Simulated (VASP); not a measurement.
# WSe2 (P1) in VASP: notebook

WSe2 is run at these levels: PBE; tasks: single point.

Program: VASP 6.6.1. These are calculated values, not measurements. Logs are shortened: lines on timing, memory, paths and dates and some standing lists are left out, and cuts for length are marked.

## Step 1: The cell of the first run

The typed cell holds 12 atoms: a = 6.660 Å, b = 6.660 Å, c = 7.256 Å, α = 90.00°, β = 90.00°, γ = 120.00°.

## Step 2: Single point, PBE

Contents of INCAR:

```
SYSTEM = WSe2
PREC = Accurate
ENCUT = 520
EDIFF = 1E-6
ISMEAR = -1
SIGMA = 0.02
LREAL = .False.
LASPH = .True.
NELM = 80
ALGO = Normal
ISIF = 2
LWAVE = .False.
LCHARG = .False.
GGA = PE
NBANDS = 64
```

Contents of KPOINTS:

```
regular mesh
0
Gamma
  3 3 2
  0 0 0
```

Contents of POSCAR:

```
WSe2
1.0
    6.6601840000      0.0000000000      0.0000000000
   -3.3300920000      5.7678890000      0.0000000000
    0.0000000000      0.0000000000      7.2559120000
W Se
4 8
Direct
    0.0020368534      0.0022992814     -0.0003621874
   -0.0001085679      0.4997089923      0.0010439763
    0.4990400617     -0.0011943711     -0.0020008512
    0.5054575220      0.5022029724      0.0002535863
    0.1704083707      0.3297017332      0.2389813989
    0.1674142056      0.3370553768      0.7675020039
    0.1729558703      0.8419052447      0.2328122226
    0.1582659598      0.8273685572      0.7728373773
    0.6673129456      0.3398080303      0.2284309677
    0.6629680905      0.3245887707      0.7647176537
    0.6607524991      0.8317713812      0.2285379150
    0.6568142736      0.8173785938      0.7621139837
```

Potentials or basis: VASP PAW PBE potentials, release 64 (W_sv, Se).

The run is started by

```sh
cat potpaw_PBE.64/W_sv/POTCAR potpaw_PBE.64/Se/POTCAR > POTCAR
mpirun -np 1 vasp_std > vasp.out
```

OUTCAR:

```text
SYSTEM = WSe2
   PREC = Accurate
   ENCUT = 520
   EDIFF = 1E-6
   ISMEAR = -1
   LREAL = .False.
   LASPH = .True.
   NELM = 80
   ISIF = 2
   GGA = PE

 ion  position               nearest neighbor table
   1  0.002  0.002  1.000-   8 2.52   7 2.55   6 2.56   5 2.57  11 2.58  12 2.63   4 3.32   2 3.32
                             3 3.32   3 3.34   2 3.34   4 3.34
   2  1.000  0.500  0.001-   8 2.51   9 2.53   6 2.55  10 2.59   7 2.59   5 2.62   4 3.30   1 3.32
                             3 3.32   3 3.34   1 3.34   4 3.36
   3  0.499  0.999  0.998-  11 2.53  10 2.53   7 2.54   8 2.56   9 2.58  12 2.60   1 3.32   2 3.32
                             4 3.33   4 3.33   2 3.34   1 3.34
   4  0.505  0.502  0.000-   9 2.50  12 2.51  11 2.52   6 2.58  10 2.58   5 2.60   2 3.30   1 3.32
                             3 3.33   3 3.33   1 3.34   2 3.36
   5  0.170  0.330  0.239-   1 2.57   4 2.60   2 2.62
   6  0.167  0.337  0.768-   2 2.55   1 2.56   4 2.58
   7  0.173  0.842  0.233-   3 2.54   1 2.55   2 2.59
   8  0.158  0.827  0.773-   2 2.51   1 2.52   3 2.56
   9  0.667  0.340  0.228-   4 2.50   2 2.53   3 2.58
  10  0.663  0.325  0.765-   3 2.53   4 2.58   2 2.59
  11  0.661  0.832  0.229-   4 2.52   3 2.53   1 2.58
  12  0.657  0.817  0.762-   4 2.51   3 2.60   1 2.63

  LATTYP: Found a hexagonal cell.
 ALAT       =     6.6601840000
 C/A-ratio  =     1.0894461775

  Lattice vectors:

 A1 = (   6.6601840000,   0.0000000000,   0.0000000000)
 A2 = (  -3.3300920000,   5.7678890000,   0.0000000000)
 A3 = (   0.0000000000,   0.0000000000,   7.2559120000)

Analysis of symmetry for initial positions (statically):
=====================================================================
 Subroutine PRICEL returns:
 Original cell was already a primitive cell.

 Routine SETGRP: Setting up the symmetry group for a
 hexagonal supercell.

 Subroutine GETGRP returns: Found  1 space group operations
 (whereof  1 operations were pure point group operations)
 out of a pool of 24 trial point group operations.

The static configuration has the point symmetry C_1 .

Analysis of symmetry for dynamics (positions and initial velocities):
=====================================================================
 Subroutine PRICEL returns:
 Original cell was already a primitive cell.

 Routine SETGRP: Setting up the symmetry group for a
 hexagonal supercell.

 Subroutine GETGRP returns: Found  1 space group operations
 (whereof  1 operations were pure point group operations)
 out of a pool of 24 trial point group operations.

The dynamic configuration has the point symmetry C_1 .

 Subroutine INISYM returns: Found  1 space group operations
 (whereof  1 operations are pure point group operations),
 and found     1 'primitive' translations

----------------------------------------------------------------------------------------

                                     Primitive cell

  volume of cell :     278.7373

  direct lattice vectors                    reciprocal lattice vectors
     6.660184000  0.000000000  0.000000000     0.150146002  0.086686828  0.000000000
    -3.330092000  5.767889000  0.000000000     0.000000000  0.173373655  0.000000000
     0.000000000  0.000000000  7.255912000     0.000000000  0.000000000  0.137818651

  length of vectors
     6.660184000  6.660184400  7.255912000     0.173373666  0.173373655  0.137818651

  position of ions in fractional coordinates (direct lattice)
     0.002036853  0.002299281  0.999637813
     0.999891432  0.499708992  0.001043976
     0.499040062  0.998805629  0.997999149
     0.505457522  0.502202972  0.000253586
     0.170408371  0.329701733  0.238981399
     0.167414206  0.337055377  0.767502004
     0.172955870  0.841905245  0.232812223
     0.158265960  0.827368557  0.772837377
     0.667312946  0.339808030  0.228430968
     0.662968091  0.324588771  0.764717654
     0.660752499  0.831771381  0.228537915
     0.656814274  0.817378594  0.762113984

  ion indices of the primitive-cell ions
   primitive index   ion index
                 1           1
                 2           2
                 3           3
                 4           4
                 5           5
                 6           6
                 7           7
                 8           8
                 9           9
                10          10
                11          11
                12          12

----------------------------------------------------------------------------------------

 KPOINTS: regular mesh

Automatic generation of k-mesh.
 Grid dimensions read from file:
 generate k-points for:    3    3    2

 Generating k-lattice:

  Cartesian coordinates                     Fractional coordinates (reciprocal lattice)
     0.050048667  0.028895609  0.000000000     0.333333333 -0.000000000  0.000000000
     0.000000000  0.057791218  0.000000000     0.000000000  0.333333333  0.000000000
     0.000000000  0.000000000  0.068909325     0.000000000  0.000000000  0.500000000

  Length of vectors
     0.057791222  0.057791218  0.068909325

  Shift w.r.t. Gamma in fractional coordinates (k-lattice)
     0.000000000  0.000000000  0.000000000

 Subroutine IBZKPT returns following result:
 ===========================================

 Found     10 irreducible k-points:

 Following reciprocal coordinates:
            Coordinates               Weight
  0.000000  0.000000  0.000000      1.000000
  0.333333  0.000000  0.000000      2.000000
  0.000000  0.333333  0.000000      2.000000
 -0.333333  0.333333  0.000000      2.000000
  0.333333  0.333333  0.000000      2.000000
  0.000000  0.000000  0.500000      1.000000
  0.333333  0.000000  0.500000      2.000000
  0.000000  0.333333  0.500000      2.000000
 -0.333333  0.333333  0.500000      2.000000
  0.333333  0.333333  0.500000      2.000000
   k-points           NKPTS =     10   k-points in BZ     NKDIM =     10   number of bands    NBANDS=     64
   number of dos      NEDOS =    301   number of ions     NIONS =     12
   total plane-waves  NPLWV = 135000
   dimension x,y,z NGX =    50 NGY =   50 NGZ =   54
   dimension x,y,z NGXF=   100 NGYF=  100 NGZF=  108
   ions per type =               4   8
   NGX,Y,Z   is equivalent  to a cutoff of  12.48, 12.48, 12.37 a.u.
   NGXF,Y,Z  is equivalent  to a cutoff of  24.96, 24.96, 24.74 a.u.
 SYSTEM =  WSe2
   PREC   = accura    normal or accurate (medium, high low for compatibility)
   ISTART =      0    job   : 0-new  1-cont  2-samecut
   ICHARG =      2    charge: 1-file 2-atom 10-const
   ISPIN  =      1    spin polarized calculation?
   LNONCOLLINEAR =      F non collinear calculations
   LSORBIT =      F    spin-orbit coupling
   LASPH  =      T    aspherical Exc in radial PAW
   ENCUT  =  520.0 eV  38.22 Ry    6.18 a.u.  12.38 12.38 13.49*2*pi/ulx,y,z
   NELM   =     80;   NELMIN=  2; NELMDL= -5     # of ELM steps
   EDIFF  = 0.1E-05   stopping-criterion for ELM
   LREAL  =      F    real-space projection
   EDIFFG = 0.1E-04   stopping-criterion for IOM
   NSW    =      0    number of steps for IOM
   IBRION =     -1    ionic relax: 0-MD 1-quasi-New 2-CG
   NFREE  =      0    steps in history (QN), initial steepest desc. (CG)
   ISIF   =      2    stress and relaxation
   ISYM   =      2    0-nonsym 1-usesym 2-fastsym
   POTIM  = 0.5000    time-step for ionic-motion
   TEBEG  =    0.0;   TEEND  =   0.0 temperature during run
   PSTRESS=    0.0 pullay stress
   NELECT =     104.0000    total number of electrons
   NUPDOWN=      -1.0000    fix difference up-down
   EMIN   =  10.00;   EMAX   =-10.00  energy-range for DOS
   EFERMI =   0.00;   METHOD = LEGACY
   ISMEAR =    -1;   SIGMA  =   0.02  broadening in eV -4-tet -1-fermi 0-gaus
   EFERMI_NEDOS =   21; number of points for ismear=-14 and -15
   IALGO  =     38    algorithm
   IMIX   =      4    mixing-type and parameters
     AMIX     =   0.40;   BMIX     =  1.00
     AMIX_MAG =   1.60;   BMIX_MAG =  1.00
  volume/ion in A,a.u.               =      23.23       156.75
  Fermi-wavevector in a.u.,A,eV,Ry     =   1.178567  2.227168 18.898763  1.389020
  Thomas-Fermi vector in A             =   2.314893
   LORBIT       =      0    0 simple, 1 ext, 2 COOP (PROOUT), +10 PAW based schemes
   GGA     = PE    functional components
   LHFCALC =     F    Hartree Fock is set to
   AEXX    =    0.0000 exact exchange contribution
   IVDW    =     0    specifies the selected vdW correction
   LEPSILON=     F    determine dielectric tensor
   LRPA    =     F    only Hartree local field effects (RPA)
 non-spin polarized calculation
  energy-cutoff  :      520.00
  volume of cell :      278.74
 maximum number of plane-waves:      7563
 NGX is ok and might be reduce to    50
   NGX = 25   NGY = 25   NGZ = 27

 number of electron     104.0000001 magnetization

 Free energy of the ion-electron system (eV)
  ---------------------------------------------------
  ext. energy  EPLUGINS =         0.00000000
  ---------------------------------------------------
  free energy    TOTEN  =       -86.21526439 eV

  energy without entropy =      -86.21526439  energy(sigma->0) =      -86.21526439

 E-fermi :   5.2535     XC(G=0):  -9.8406

 val. band max:        4.6213146300   @ k =   0.0000   0.0000   0.5000
 cond. band min:       5.9193206326   @ k =   0.3333   0.3333   0.0000
 fundamental gap:      1.2980060026
 Fermi energy:         5.2535081806

 k-point     1 :       0.0000    0.0000    0.0000
  band No.  band energies     occupation
      1     -69.5382      2.00000
      2     -69.5282      2.00000
      3     -69.5135      2.00000
      4     -69.5098      2.00000
      5     -33.8438      2.00000
      6     -33.8419      2.00000
[... 56 lines left out ...]
     63       8.4288      0.00000
     64       8.4680      0.00000

 k-point     2 :       0.3333    0.0000    0.0000
  band No.  band energies     occupation
      1     -69.5377      2.00000
      2     -69.5279      2.00000
      3     -69.5141      2.00000
      4     -69.5098      2.00000
      5     -33.8181      2.00000
      6     -33.8168      2.00000
[... 56 lines left out ...]
     63       7.9271      0.00000
     64       8.0485      0.00000

 k-point     3 :       0.0000    0.3333    0.0000
  band No.  band energies     occupation
      1     -69.5375      2.00000
      2     -69.5284      2.00000
      3     -69.5129      2.00000
      4     -69.5107      2.00000
      5     -33.8168      2.00000
      6     -33.8122      2.00000
[... 458 lines left out ...]
     63       7.4934      0.00000
     64       7.5497      0.00000

 k-point    10 :       0.3333    0.3333    0.5000
  band No.  band energies     occupation
      1     -69.5373      2.00000
      2     -69.5283      2.00000
      3     -69.5133      2.00000
      4     -69.5106      2.00000
      5     -33.7913      2.00000
      6     -33.7708      2.00000
[... 56 lines left out ...]
     63       7.2048      0.00000
     64       8.2015      0.00000

------------------------ aborting loop because EDIFF is reached ----------------------------------------

  FORCE on cell =-STRESS in cart. coord.  units (eV):
  Direction    XX          YY          ZZ          XY          YZ          ZX
  --------------------------------------------------------------------------------------
  -------------------------------------------------------------------------------------
  Total       -1.6380634     -0.9541279     -0.1476582     -0.4351145     -2.9231560     -0.5410838
  in kB       -9.4155599     -5.4843107     -0.8487368     -2.5010305    -16.8022499     -3.1101402
  external PRESSURE =      -5.2495358 kB  Pullay stress =       0.0000000 kB

 VOLUME and BASIS-vectors are now :
 -----------------------------------------------------------------------------
  energy-cutoff  :      520.00
  volume of cell :      278.74
      direct lattice vectors                 reciprocal lattice vectors
     6.660184000  0.000000000  0.000000000     0.150146002  0.086686828  0.000000000
    -3.330092000  5.767889000  0.000000000     0.000000000  0.173373655  0.000000000
     0.000000000  0.000000000  7.255912000     0.000000000  0.000000000  0.137818651

 POSITION                                       TOTAL-FORCE (eV/Angst)
 -----------------------------------------------------------------------------------
      0.00591      0.01326      7.25328        -0.608568     -0.214080     -0.005025
      4.99538      2.88227      0.00758         0.205539     -0.152546      0.305732
     -0.00242      5.76100      7.24139         0.082656     -0.043128     -0.136074
      1.69406      2.89665      0.00184        -0.724437     -0.701972     -0.318652
      0.03701      1.90168      1.73403        -0.267344      0.299971     -0.803429
     -0.00742      1.94410      5.56893         0.120248     -0.200687      0.386411
     -1.65170      4.85602      1.68926        -0.136676     -0.435746     -0.211262
     -1.70113      4.77217      5.60764         0.234621      0.272145     -0.324070
      3.31284      1.95998      1.65747         0.384935     -0.448105      0.224383
      3.33458      1.87219      5.54872         0.105746      0.377067      0.344987
      1.63086      4.79757      1.65825         0.395965      0.293842      0.052929
      1.65256      4.71455      5.52983         0.207313      0.953240      0.484069
 -----------------------------------------------------------------------------------
    total drift:                                0.000021      0.000062      0.000026

  FREE ENERGIE OF THE ION-ELECTRON SYSTEM (eV)
  ---------------------------------------------------
  free  energy   TOTEN  =       -86.2152643860 eV

  energy  without entropy=      -86.2152643860  energy(sigma->0) =      -86.21526439
```

Run time: 2.6 min. Hardware: 1 thread of Intel Xeon 6975P-C (Granite Rapids), shared host; peak memory 0.42 GiB.

Results:

* Free energy: -86.2153 eV
* Pressure: -0.5 GPa
* Largest force: 1.089 eV/Å
* Band gap on the k mesh: 1.30 eV

Forces in eV/Å, atoms in the order of the input:
```
W   -0.609 -0.214 -0.005
W    0.206 -0.153  0.306
W    0.083 -0.043 -0.136
W   -0.724 -0.702 -0.319
Se  -0.267  0.300 -0.803
Se   0.120 -0.201  0.386
Se  -0.137 -0.436 -0.211
Se   0.235  0.272 -0.324
Se   0.385 -0.448  0.224
Se   0.106  0.377  0.345
Se   0.396  0.294  0.053
Se   0.207  0.953  0.484
```

Caveat: the k points lie up to 0.43 Å⁻¹ apart; the atoms stand as in a frame of molecular dynamics; spin-orbit coupling is left out, which moves the levels of the heavy elements; an odd mesh through Γ misses points on the zone boundary, where band edges can lie; forces of over 1 eV/Å act on the atoms, so gaps and moduli don't describe the material at rest.

## Step 3: Single point, PBE

This run uses another cell than the first one, of 23.45 Å³/atom.

Contents of INCAR:

```
SYSTEM = WSe2
PREC = Accurate ; ENCUT = 520
EDIFF = 1E-7 ; ISMEAR = -1
SIGMA = 0.02 ; LREAL = .FALSE.
LASPH = .TRUE. ; NELM = 60
ALGO = Normal ; ISIF = 2
LWAVE = .FALSE. ; LCHARG = .FALSE.
GGA = PE ; NBANDS = 64
```

Contents of KPOINTS:

```
regular mesh
0
G
  3 3 2
  0 0 0
```

Contents of POSCAR:

```
WSe2
1.0
    6.6815030000      0.0000000000      0.0000000000
   -3.3407510000      5.7863510000      0.0000000000
    0.0000000000      0.0000000000      7.2791370000
W Se
4 8
Direct
   -0.0014127588      0.0025496207     -0.0019197331
    0.0003700748      0.4995417665     -0.0017437507
    0.4953653591     -0.0006465214     -0.0055700284
    0.5039625599      0.4989534855      0.0012952085
    0.1773409904      0.3322598301      0.2263058107
    0.1695624877      0.3377480903      0.7729502824
    0.1734608092      0.8359012442      0.2278603906
    0.1600767523      0.8342822618      0.7712929431
    0.6767236589      0.3339674693      0.2280896760
    0.6599993210      0.3263336427      0.7729436882
    0.6735444020      0.8401754404      0.2254809877
    0.6580041597      0.8313899381      0.7675668146
```

Potentials or basis: VASP PAW PBE potentials, release 64 (W_sv, Se).

The run is started by

```sh
cat potpaw_PBE.64/W_sv/POTCAR potpaw_PBE.64/Se/POTCAR > POTCAR
mpirun -np 1 vasp_std > vasp.out
```

Run time: 2.9 min. Hardware: 1 thread of Intel Xeon 6975P-C (Granite Rapids), shared host; peak memory 0.42 GiB.

The run converged. Its results:

* Free energy: -86.2660 eV
* Pressure: 0.9 GPa
* Largest force: 0.969 eV/Å
* Band gap on the k mesh: 1.27 eV

Forces in eV/Å, atoms in the order of the input:
```
W    0.286 -0.191 -0.070
W    0.248  0.140  0.246
W    0.486 -0.083  0.834
W   -0.011  0.406 -0.198
Se  -0.598  0.139  0.310
Se   0.063 -0.126 -0.386
Se  -0.458 -0.143 -0.045
Se   0.049 -0.177 -0.416
Se  -0.394 -0.185  0.122
Se   0.255  0.532 -0.606
Se  -0.360 -0.294  0.153
Se   0.434 -0.016  0.057
```

Stress tensor (GPa, compression positive):
```
-0.18  0.21 -2.52
 0.21 -0.21 -0.66
-2.52 -0.66  2.99
```

Levels at points of the mesh, in eV from the valence-band top:
| k point | band 49 | band 50 | band 51 | band 52 | band 53 | band 54 | band 55 | band 56 |
| --- | --- | --- | --- | --- | --- | --- | --- | --- |
| (0.00, 0.00, 0.00) | -1.18 | -1.14 | -1.13 | -0.63 | 2.10 | 2.12 | 2.13 | 2.44 |
| (0.00, 0.00, 0.50) | -0.98 | -0.95 | -0.93 | 0.00 | 2.11 | 2.13 | 2.14 | 2.55 |

Caveat: the k points lie up to 0.43 Å⁻¹ apart; the atoms stand as in a frame of molecular dynamics; spin-orbit coupling is left out, which moves the levels of the heavy elements; an odd mesh through Γ misses points on the zone boundary, where band edges can lie.

(Continued in part 2 of 2.)
